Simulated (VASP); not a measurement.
Input of a VASP 6.6.1 run:

File INCAR:

```
ALGO = Normal ; EDIFF = 1E-6
ENCUT = 1330 ; GGA = PS
GGA_COMPAT = False ; ISIF = 2
ISMEAR = -1 ; LASPH = True
LCHARG = False ; LDAU = True
LDAUJ = 0 0 ; LDAUL = 2 -1
LDAUPRINT = 1 ; LDAUTYPE = 2
LDAUU = 1 0 ; LMAXMIX = 4
LREAL = False ; LWAVE = False
NBANDS = 30 ; NELM = 200
PREC = Accurate ; SIGMA = 0.05
```

Contents of KPOINTS:

```
k-points
0
Gamma
  10 10 4
```

File POSCAR:

```
Ta3N
1.0
    2.9996136662      0.0000000000      0.0000000000
   -1.4998068331      2.5977416364      0.0000000000
    0.0000000000      0.0000000000      7.4725461458
Ta N
3 1
Direct
    0.6666666667      0.3333333333      0.8271394734
    0.3333333333      0.6666666667      0.1728605266
    0.0000000000      0.0000000000      0.5000000000
    0.0000000000      0.0000000000      0.0000000000
```

Potentials or basis: VASP PAW PBE potentials, release 64 (Ta_sv_GW, N_h).

Command:

```bash
$ cat potpaw_PBE.64/Ta_sv_GW/POTCAR potpaw_PBE.64/N_h/POTCAR > POTCAR
$ mpirun -np 1 vasp_std > vasp.out
```

(1) Estimate the band gap on the k mesh.

(2) Estimate the pressure.

(3) Predict the largest force.

Results:

(1) zero (bands 22 and 23 overlap by 0.66 eV).

(2) 2.4 GPa.

(3) 0.104 eV/Å.

Caveat: the PAW data sets were made with another functional, which shifts forces and pressure a little; spin-orbit coupling is left out, which moves the levels of the heavy elements; U without spin polarisation on a metal has little footing.
